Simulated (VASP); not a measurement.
Here is a VASP 6.6.1 calculation.

INCAR

```
SYSTEM = AlN
PREC = Accurate
ENCUT = 520
EDIFF = 1E-7
ISMEAR = -1
SIGMA = 0.05
LREAL = .FALSE.
LASPH = .TRUE.
NELM = 80
ALGO = Normal
ISIF = 2
LWAVE = .FALSE.
LCHARG = .FALSE.
GGA = PE
IVDW = 12
NBANDS = 11
```

Contents of KPOINTS:

```
Automatic mesh
0
G
  11 11 11
  0 0 0
```

File POSCAR:

```
AlN
1.0
    0.0000000000      2.0176583074      2.0176583074
    2.0176583074      0.0000000000      2.0176583074
    2.0176583074      2.0176583074      0.0000000000
Al N
1 1
Direct
    0.5000000000      0.5000000000      0.5000000000
    0.0000000000      0.0000000000      0.0000000000
```

Potentials or basis: VASP PAW PBE potentials, release 64 (Al, N).

The run is started by

```console
$ cat potpaw_PBE.64/Al/POTCAR potpaw_PBE.64/N/POTCAR > POTCAR
$ mpirun -np 1 vasp_std > vasp.out
```

What does it give for the dispersion energy per atom?

-0.342 eV.

Predict the pressure.

-0.3 GPa.

What does it give for the band gap on the k mesh?

4.79 eV, indirect (least direct gap 5.76 eV).

A k mesh can miss the band edges. A hybrid or GW would open this gap; PBE tends to underestimate it.
